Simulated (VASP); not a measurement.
# Zn8H (I-4m2) in VASP: a series of runs

Runs on Zn8H. Level: PBE. Tasks: single point.

All numbers are computed with VASP 6.6.1; they aren't measurements. Logs are shortened: lines on timing, memory, paths and dates and some standing lists are left out, and cuts for length are marked.

### Step 1. The cell of the first run

Symmetry: I-4m2, No. 119, tetragonal system. The conventional cell has a = 6.276 Å, b = 6.276 Å, c = 6.276 Å, α = 90.00°, β = 90.00°, γ = 90.00°. Zn (site symmetry m) has 1 H at 1.75 Å within 2.3 Å. Within 3.6 Å of Zn (site symmetry m) lie 14 Zn at 2.72 to 3.14 Å and 3 H at 2.83 to 3.60 Å. Within 2.3 Å of H (site symmetry -4m2) lie 4 Zn at 1.75 Å.

### Step 2. Single point, PBE

INCAR

```
SYSTEM = Zn8H
  PREC = Accurate
  ENCUT = 500
  EDIFF = 1E-6
  ISMEAR = 0
  SIGMA = 0.1
  LREAL = .FALSE.
  LASPH = .TRUE.
  NELM = 120
  ALGO = Normal
  ISIF = 2
  LWAVE = .FALSE.
  LCHARG = .FALSE.
  GGA = PE
  NBANDS = 58
  GGA_COMPAT = .FALSE.
```

KPOINTS

```
regular mesh
0
G
  4 4 4
  0 0 0
```

POSCAR

```
Zn8H
1.0
   -3.1380740000      3.1380740000      3.1380740000
    3.1380740000     -3.1380740000      3.1380740000
    3.1380740000      3.1380740000     -3.1380740000
Zn H
8 1
Direct
    0.0000000000      0.0000000000      0.0000000000
    0.0000000000      0.0000000000      0.5000000000
    0.0000000000      0.5000000000      0.0000000000
    0.0000000000      0.5000000000      0.5000000000
    0.5000000000      0.0000000000      0.0000000000
    0.5000000000      0.0000000000      0.5000000000
    0.5000000000      0.5000000000      0.0000000000
    0.5000000000      0.5000000000      0.5000000000
    0.1250000000      0.2500000000      0.3750000000
```

Potentials or basis: VASP PAW PBE potentials, release 64 (Zn, H).

Run with:

```sh
$ cat potpaw_PBE.64/Zn/POTCAR potpaw_PBE.64/H/POTCAR > POTCAR
$ mpirun -np 1 vasp_std > vasp.out
```

OUTCAR:

```text
SYSTEM = Zn8H
   PREC = Accurate
   ENCUT = 500
   EDIFF = 1E-6
   ISMEAR = 0
   LREAL = .FALSE.
   LASPH = .TRUE.
   NELM = 120
   ISIF = 2
   GGA = PE

 ion  position               nearest neighbor table
   1  0.000  0.000  0.000-   9 1.75   3 2.72   5 2.72   8 2.72   2 2.72   2 2.72   3 2.72   5 2.72
                             8 2.72
   2  0.000  0.000  0.500-   9 1.75   4 2.72   6 2.72   7 2.72   1 2.72   1 2.72   4 2.72   6 2.72
                             7 2.72
   3  0.000  0.500  0.000-   1 2.72   4 2.72   6 2.72   7 2.72   4 2.72   1 2.72   7 2.72   6 2.72

   4  0.000  0.500  0.500-   9 1.75   3 2.72   5 2.72   8 2.72   2 2.72   3 2.72   2 2.72   8 2.72
                             5 2.72
   5  0.500  0.000  0.000-   1 2.72   4 2.72   6 2.72   7 2.72   6 2.72   7 2.72   1 2.72   4 2.72

   6  0.500  0.000  0.500-   2 2.72   3 2.72   5 2.72   8 2.72   5 2.72   8 2.72   2 2.72   3 2.72

   7  0.500  0.500  0.000-   2 2.72   3 2.72   5 2.72   8 2.72   8 2.72   5 2.72   3 2.72   2 2.72

   8  0.500  0.500  0.500-   9 1.75   4 2.72   6 2.72   7 2.72   1 2.72   7 2.72   6 2.72   4 2.72
                             1 2.72
   9  0.125  0.250  0.375-   1 1.75   2 1.75   4 1.75   8 1.75

  LATTYP: Found a body centered cubic cell.
 ALAT       =     6.2761480000

  Lattice vectors:

 A1 = (  -3.1380740000,   3.1380740000,   3.1380740000)
 A2 = (   3.1380740000,  -3.1380740000,   3.1380740000)
 A3 = (   3.1380740000,   3.1380740000,  -3.1380740000)

Analysis of symmetry for initial positions (statically):
=====================================================================
 Subroutine PRICEL returns:
 Original cell was already a primitive cell.

 Routine SETGRP: Setting up the symmetry group for a
 body centered cubic supercell.

 Subroutine GETGRP returns: Found  8 space group operations
 (whereof  2 operations were pure point group operations)
 out of a pool of 48 trial point group operations.

The static configuration has the point symmetry C_1h.
 The point group associated with its full space group is D_2d.

Analysis of symmetry for dynamics (positions and initial velocities):
=====================================================================
 Subroutine PRICEL returns:
 Original cell was already a primitive cell.

 Routine SETGRP: Setting up the symmetry group for a
 body centered cubic supercell.

 Subroutine GETGRP returns: Found  8 space group operations
 (whereof  2 operations were pure point group operations)
 out of a pool of 48 trial point group operations.

The dynamic configuration has the point symmetry C_1h.
 The point group associated with its full space group is D_2d.

 Subroutine INISYM returns: Found  8 space group operations
 (whereof  2 operations are pure point group operations),
 and found     1 'primitive' translations

----------------------------------------------------------------------------------------

                                     Primitive cell

  volume of cell :     123.6088

  direct lattice vectors                    reciprocal lattice vectors
    -3.138074000  3.138074000  3.138074000     0.000000000  0.159333400  0.159333400
     3.138074000 -3.138074000  3.138074000     0.159333400  0.000000000  0.159333400
     3.138074000  3.138074000 -3.138074000     0.159333400  0.159333400  0.000000000

  length of vectors
     5.435303606  5.435303606  5.435303606     0.225331455  0.225331455  0.225331455

  position of ions in fractional coordinates (direct lattice)
     0.000000000  0.000000000  0.000000000
     0.000000000  0.000000000  0.500000000
     0.000000000  0.500000000  0.000000000
     0.000000000  0.500000000  0.500000000
     0.500000000  0.000000000  0.000000000
     0.500000000  0.000000000  0.500000000
     0.500000000  0.500000000  0.000000000
     0.500000000  0.500000000  0.500000000
     0.125000000  0.250000000  0.375000000

  ion indices of the primitive-cell ions
   primitive index   ion index
                 1           1
                 2           2
                 3           3
                 4           4
                 5           5
                 6           6
                 7           7
                 8           8
                 9           9

----------------------------------------------------------------------------------------

 KPOINTS: regular mesh

Automatic generation of k-mesh.
 Grid dimensions read from file:
 generate k-points for:    4    4    4

 Generating k-lattice:

  Cartesian coordinates                     Fractional coordinates (reciprocal lattice)
     0.000000000  0.039833350  0.039833350     0.250000000  0.000000000  0.000000000
     0.039833350  0.000000000  0.039833350     0.000000000  0.250000000  0.000000000
     0.039833350  0.039833350  0.000000000     0.000000000  0.000000000  0.250000000

  Length of vectors
     0.056332864  0.056332864  0.056332864

  Shift w.r.t. Gamma in fractional coordinates (k-lattice)
     0.000000000  0.000000000  0.000000000

 Subroutine IBZKPT returns following result:
 ===========================================

 Found     13 irreducible k-points:

 Following reciprocal coordinates:
            Coordinates               Weight
  0.000000  0.000000  0.000000      1.000000
  0.250000  0.000000  0.000000      8.000000
  0.000000  0.250000  0.000000      4.000000
  0.500000  0.000000  0.000000      4.000000
  0.000000  0.500000  0.000000      2.000000
  0.250000  0.250000  0.000000     16.000000
  0.250000  0.000000  0.250000      8.000000
  0.250000  0.250000  0.250000      2.000000
 -0.250000  0.250000  0.250000      4.000000
  0.250000 -0.250000  0.250000      2.000000
  0.500000  0.500000  0.250000      8.000000
  0.500000  0.250000  0.500000      4.000000
  0.500000  0.500000  0.500000      1.000000
   k-points           NKPTS =     13   k-points in BZ     NKDIM =     13   number of bands    NBANDS=     58
   number of dos      NEDOS =    301   number of ions     NIONS =      9
   total plane-waves  NPLWV =  64000
   dimension x,y,z NGX =    40 NGY =   40 NGZ =   40
   dimension x,y,z NGXF=    80 NGYF=   80 NGZF=   80
   ions per type =               8   1
   NGX,Y,Z   is equivalent  to a cutoff of  12.23, 12.23, 12.23 a.u.
   NGXF,Y,Z  is equivalent  to a cutoff of  24.47, 24.47, 24.47 a.u.
 SYSTEM =  Zn8H
   PREC   = accura    normal or accurate (medium, high low for compatibility)
   ISTART =      0    job   : 0-new  1-cont  2-samecut
   ICHARG =      2    charge: 1-file 2-atom 10-const
   ISPIN  =      1    spin polarized calculation?
   LNONCOLLINEAR =      F non collinear calculations
   LSORBIT =      F    spin-orbit coupling
   LASPH  =      T    aspherical Exc in radial PAW
   ENCUT  =  500.0 eV  36.75 Ry    6.06 a.u.   9.91  9.91  9.91*2*pi/ulx,y,z
   NELM   =    120;   NELMIN=  2; NELMDL= -5     # of ELM steps
   EDIFF  = 0.1E-05   stopping-criterion for ELM
   LREAL  =      F    real-space projection
[... 7 lines left out ...]
   TEBEG  =    0.0;   TEEND  =   0.0 temperature during run
   PSTRESS=    0.0 pullay stress
   NELECT =      97.0000    total number of electrons
   NUPDOWN=      -1.0000    fix difference up-down
   EMIN   =  10.00;   EMAX   =-10.00  energy-range for DOS
   EFERMI =   0.00;   METHOD = LEGACY
   ISMEAR =     0;   SIGMA  =   0.10  broadening in eV -4-tet -1-fermi 0-gaus
   EFERMI_NEDOS =   21; number of points for ismear=-14 and -15
   IALGO  =     38    algorithm
   IMIX   =      4    mixing-type and parameters
     AMIX     =   0.40;   BMIX     =  1.00
     AMIX_MAG =   1.60;   BMIX_MAG =  1.00
  volume/ion in A,a.u.               =      13.73        92.68
  Fermi-wavevector in a.u.,A,eV,Ry     =   1.510018  2.853521 31.023399  2.280155
  Thomas-Fermi vector in A             =   2.620264
   LORBIT       =      0    0 simple, 1 ext, 2 COOP (PROOUT), +10 PAW based schemes
   GGA     = PE    functional components
   LHFCALC =     F    Hartree Fock is set to
   AEXX    =    0.0000 exact exchange contribution
   IVDW    =     0    specifies the selected vdW correction
   LEPSILON=     F    determine dielectric tensor
   LRPA    =     F    only Hartree local field effects (RPA)
 non-spin polarized calculation
 Gauss-broadening in eV      SIGMA  =   0.10
  energy-cutoff  :      500.00
  volume of cell :      123.61
 maximum number of plane-waves:      3151
   NGX = 19   NGY = 19   NGZ = 19

 number of electron      97.0000184 magnetization

 Free energy of the ion-electron system (eV)
  ---------------------------------------------------
  ext. energy  EPLUGINS =         0.00000000
  ---------------------------------------------------
  free energy    TOTEN  =       -10.30618423 eV

  energy without entropy =      -10.28613762  energy(sigma->0) =      -10.29616093

 E-fermi :   3.1111     XC(G=0): -11.5749

 val. band max:        3.1099542445   @ k =   0.2500   0.0000   0.2500
 cond. band min:       3.1384791639   @ k =   0.5000   0.0000   0.0000
 fundamental gap:      0.0285249194
 Fermi energy:         3.1110783619

 k-point     1 :       0.0000    0.0000    0.0000
  band No.  band energies     occupation
      1      -8.0743      2.00000
      2      -5.9306      2.00000
      3      -5.2519      2.00000
      4      -5.2367      2.00000
      5      -5.2367      2.00000
      6      -5.1911      2.00000
[... 50 lines left out ...]
     57      10.3318      0.00000
     58      10.5190      0.00000

 k-point     2 :       0.2500    0.0000    0.0000
  band No.  band energies     occupation
      1      -7.7503      2.00000
      2      -5.7970      2.00000
      3      -5.1648      2.00000
      4      -5.1200      2.00000
      5      -5.1173      2.00000
      6      -5.0912      2.00000
[... 50 lines left out ...]
     57       9.8448      0.00000
     58      11.3149      0.00000
[... 608 lines left out ...]
     57       9.4820      0.00000
     58       9.5276      0.00000

 k-point    13 :       0.5000    0.5000    0.5000
  band No.  band energies     occupation
      1      -7.0676      2.00000
      2      -4.8192      2.00000
      3      -4.7488      2.00000
      4      -4.7488      2.00000
      5      -4.7439      2.00000
      6      -4.7374      2.00000
[... 50 lines left out ...]
     57      11.4447      0.00000
     58      12.0694      0.00000

------------------------ aborting loop because EDIFF is reached ----------------------------------------

  FORCE on cell =-STRESS in cart. coord.  units (eV):
  Direction    XX          YY          ZZ          XY          YZ          ZX
  --------------------------------------------------------------------------------------
  -------------------------------------------------------------------------------------
  Total        3.0734716      3.5095645      3.0734716     -0.0000000     -0.0000000      0.0000000
  in kB       39.8373329     45.4898259     39.8373329     -0.0000000     -0.0000000      0.0000000
  external PRESSURE =      41.7214972 kB  Pullay stress =       0.0000000 kB

 VOLUME and BASIS-vectors are now :
 -----------------------------------------------------------------------------
  energy-cutoff  :      500.00
  volume of cell :      123.61
      direct lattice vectors                 reciprocal lattice vectors
    -3.138074000  3.138074000  3.138074000     0.000000000  0.159333400  0.159333400
     3.138074000 -3.138074000  3.138074000     0.159333400  0.000000000  0.159333400
     3.138074000  3.138074000 -3.138074000     0.159333400  0.159333400  0.000000000

 POSITION                                       TOTAL-FORCE (eV/Angst)
 -----------------------------------------------------------------------------------
      0.00000      0.00000      0.00000        -0.915356     -0.499236     -0.000000
      1.56904      1.56904     -1.56904         0.000000      0.499236     -0.915356
      1.56904     -1.56904      1.56904         0.000000     -0.201242      0.149539
      3.13807      0.00000      0.00000         0.915356     -0.499236      0.000000
     -1.56904      1.56904      1.56904         0.000000     -0.201242     -0.149539
      0.00000      3.13807      0.00000        -0.149539      0.201242      0.000000
      0.00000      0.00000      3.13807         0.149539      0.201242      0.000000
      1.56904      1.56904      1.56904         0.000000      0.499236      0.915356
      1.56904      0.78452      0.00000         0.000000     -0.000000      0.000000
 -----------------------------------------------------------------------------------
    total drift:                               -0.000000     -0.000000      0.000000

  FREE ENERGIE OF THE ION-ELECTRON SYSTEM (eV)
  ---------------------------------------------------
  free  energy   TOTEN  =       -10.3061842308 eV

  energy  without entropy=      -10.2861376224  energy(sigma->0) =      -10.29616093
```

It took 45 s on 1 thread of Intel Xeon 6975P-C (Granite Rapids), shared host; peak memory 0.25 GiB.

What came out:

```yaml
Free_energy: -10.3062 eV
Pressure: 4.2 GPa
Largest_force: 1.043 eV/Å
```

Forces in eV/Å, atoms in the order of the input:
```
Zn  -0.915 -0.499  0.000
Zn   0.000  0.499 -0.915
Zn   0.000 -0.201  0.150
Zn   0.915 -0.499  0.000
Zn   0.000 -0.201 -0.150
Zn  -0.150  0.201  0.000
Zn   0.150  0.201  0.000
Zn   0.000  0.499  0.915
H    0.000  0.000  0.000
```

Levels at points of the mesh, in eV from the Fermi level:
| k point | band 45 | band 46 | band 47 | band 48 | band 49 | band 50 | band 51 | band 52 |
| --- | --- | --- | --- | --- | --- | --- | --- | --- |
| (0.00, 0.00, 0.00) | -2.61 | -2.55 | -2.50 | -1.22 | -1.11 | -1.11 | -1.00 | -0.86 |
| (0.50, 0.00, 0.00) | -3.70 | -3.64 | -0.92 | -0.07 | 0.03 | 0.44 | 2.66 | 3.79 |
| (0.00, 0.50, 0.00) | -3.72 | -3.64 | -0.96 | -0.13 | 0.19 | 0.46 | 2.62 | 3.60 |
| (0.50, 0.50, 0.50) | -5.63 | -5.61 | 0.22 | 1.82 | 1.82 | 2.16 | 2.30 | 2.30 |

Caveat: forces of over 1 eV/Å act on the atoms, so gaps and moduli don't describe the material at rest.

### Step 3. Single point, PBE

This run uses another cell than the first one, of 14.48 Å³/atom, 1.054 times its volume.

INCAR

```
SYSTEM = Zn8H
PREC = Accurate ; ENCUT = 500
EDIFF = 1E-6 ; ISMEAR = 0
SIGMA = 0.1 ; LREAL = .FALSE.
LASPH = .TRUE. ; NELM = 120
ALGO = Normal ; ISIF = 2
LWAVE = .FALSE. ; LCHARG = .FALSE.
GGA = PE ; NBANDS = 58
GGA_COMPAT = .FALSE.
```

KPOINTS

```
Automatic mesh
0
G
  8 8 8
  0 0 0
```

POSCAR

```
Zn8H
1.0
   -3.1346034023      3.3149738253      3.1346034023
    3.1346034023     -3.3149738253      3.1346034023
    3.1346034023      3.3149738253     -3.1346034023
Zn H
8 1
Direct
   -0.0662900104      0.0314778057     -0.0348122047
    0.0977678162      0.0314778057      0.5662900104
    0.0056766415      0.5446745294     -0.0389978880
   -0.0662900104      0.4685221943      0.4022321838
    0.4163275826     -0.0446745294     -0.0389978880
    0.5389978880     -0.0446745294      0.4943233585
    0.5389978880      0.5446745294      0.0836724174
    0.5348122047      0.4685221943      0.5662900104
    0.1250000000      0.2500000000      0.3750000000
```

Potentials or basis: VASP PAW PBE potentials, release 64 (Zn, H).

Run with:

```sh
$ cat potpaw_PBE.64/Zn/POTCAR potpaw_PBE.64/H/POTCAR > POTCAR
$ mpirun -np 1 vasp_std > vasp.out
```

It took 2.8 min on 1 thread of Intel Xeon 6975P-C (Granite Rapids), shared host; peak memory 0.43 GiB.

The run converged. Its results:

```yaml
Free_energy: -11.0296 eV
Pressure: 0.2 GPa
Largest_force: 0.010 eV/Å
```

Forces on the atoms (eV/Å):
```
Zn   0.000 -0.010  0.000
Zn   0.000  0.010  0.000
Zn   0.000 -0.008 -0.001
Zn   0.000 -0.010  0.000
Zn   0.000 -0.008  0.001
Zn   0.001  0.008  0.000
Zn  -0.001  0.008  0.000
Zn   0.000  0.010  0.000
H    0.000  0.000  0.000
```

Stress tensor (GPa, compression positive):
```
0.18 0.00 0.00
0.00 0.37 0.00
0.00 0.00 0.18
```

Levels at points of the mesh, in eV from the Fermi level:
| k point | band 45 | band 46 | band 47 | band 48 | band 49 | band 50 | band 51 | band 52 |
| --- | --- | --- | --- | --- | --- | --- | --- | --- |
| (0.00, 0.00, 0.00) | -2.50 | -2.50 | -1.90 | -1.85 | -1.82 | -1.39 | -1.39 | -0.70 |
| (0.50, 0.00, 0.00) | -3.61 | -3.40 | -1.68 | -0.54 | -0.13 | 0.74 | 2.44 | 2.92 |
| (0.00, 0.50, 0.00) | -4.12 | -3.86 | -0.81 | -0.02 | 0.56 | 0.57 | 3.21 | 3.27 |
| (0.50, 0.50, 0.50) | -5.44 | -5.44 | 0.29 | 1.13 | 1.69 | 1.69 | 1.86 | 2.16 |
